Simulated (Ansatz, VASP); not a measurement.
**SiGe2: VASP beside Ansatz**

File INCAR:

```
SYSTEM = SiGe2
PREC = Accurate
ENCUT = 600
EDIFF = 1E-7
ISMEAR = -1
SIGMA = 0.15
LREAL = .FALSE.
LASPH = .TRUE.
NELM = 80
ALGO = Normal
ISIF = 3
LWAVE = .FALSE.
LCHARG = .FALSE.
GGA = PS
IBRION = 2
NSW = 80
EDIFFG = -0.001
```

Contents of KPOINTS:

```
Automatic mesh
0
G
  12 12 12
  0 0 0
```

POSCAR

```
SiGe2
1.0
    0.0000000000      3.0597745592      3.0597745592
    3.0597745592      0.0000000000      3.0597745592
    3.0597745592      3.0597745592      0.0000000000
Si Ge
1 2
Direct
    0.0000000000      0.0000000000      0.0000000000
    0.7500000000      0.7500000000      0.7500000000
    0.2500000000      0.2500000000      0.2500000000
```

Input for Ansatz:

```yaml
crystal:
  lattice:
    - [0.0, 3.0597745592, 3.0597745592]
    - [3.0597745592, 0.0, 3.0597745592]
    - [3.0597745592, 3.0597745592, 0.0]
  atoms:
    - { symbol: Si, position: [0.0, 0.0, 0.0] }
    - { symbol: Ge, position: [0.75, 0.75, 0.75] }
    - { symbol: Ge, position: [0.25, 0.25, 0.25] }
basis:
  ecutwfc: 420
kpoints:
  mp_grid: { grid: [12, 12, 12] }
hamiltonian:
  xc: pbesol
scf:
  occupations: { method: fermi_dirac, width: 0.15 }
output:
  forces: true
  stress: true
  eigenvalues: true
relax:
  adjacent_minimum: "off"
  f_tol: 0.001
  max_steps: 60
  cell: { stress_tol: 0.01 }
```

Alike in both runs: task relaxation of cell and atoms; functional PBEsol; k mesh 12 × 12 × 12; occupations fermi-dirac, width 0.15 eV; no spin polarisation.

```csv
,VASP,Ansatz
version,VASP 6.6.1,Ansatz 0.2.0
potentials or method,"VASP PAW PBE potentials, release 64 (Si, Ge_d), cutoff 600 eV","scalar-relativistic, plane waves, PAW"
valence electrons in the cell,32,32
```

VASP gave:

```
gap on the k mesh at the Fermi level, each at its own relaxed structure (eV) : none
relaxed volume (Å³/atom)                                                     : 19.14
relaxed cell length with the largest relative difference (Å)                 : 4.330
```

**Question.** Estimate Ansatz's values.

**Answer.** gap on the k mesh at the Fermi level, each at its own relaxed structure (eV): none; relaxed volume (Å³/atom): 19.12; relaxed cell length with the largest relative difference (Å): 4.329.

VASP's potentials were made for PBE, not for PBEsol. A gap of «none» marks a metal or a gap that the smearing closes.
